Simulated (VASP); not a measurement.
Here is a VASP 6.6.1 calculation.

The input INCAR:

```
SYSTEM = Pt
ALGO = Normal
EDIFF = 1E-6
ENCUT = 520
GGA = CA
ISIF = 2
ISMEAR = -1
LASPH = .TRUE.
LCHARG = .FALSE.
LREAL = .FALSE.
LWAVE = .FALSE.
NBANDS = 17
NELM = 100
PREC = Accurate
SIGMA = 0.1
```

File KPOINTS:

```
k-points
0
G
  12 12 12
  0 0 0
```

Contents of POSCAR:

```
Pt
1.0
    0.0000000000      2.3140976832      2.3140976832
    2.3140976832      0.0000000000      2.3140976832
    2.3140976832      2.3140976832      0.0000000000
Pt
2
Direct
   -0.1250000000     -0.1250000000     -0.1250000000
    0.1250000000      0.1250000000      0.1250000000
```

Potentials or basis: VASP PAW LDA potentials, release 64 (Pt).

Run with:

```bash
$ cat potpaw_LDA.64/Pt/POTCAR > POTCAR
$ mpirun -np 1 vasp_std > vasp.out
```

Task: What does it give for the pressure?

Result: 349.8 GPa.

Task: Estimate the band gap on the k mesh.

Result: Zero (band 10 reaches 17.67 eV, above the bottom of band 11 at 16.22 eV).

Caveat: spin-orbit coupling is left out, which moves the levels of the heavy elements.
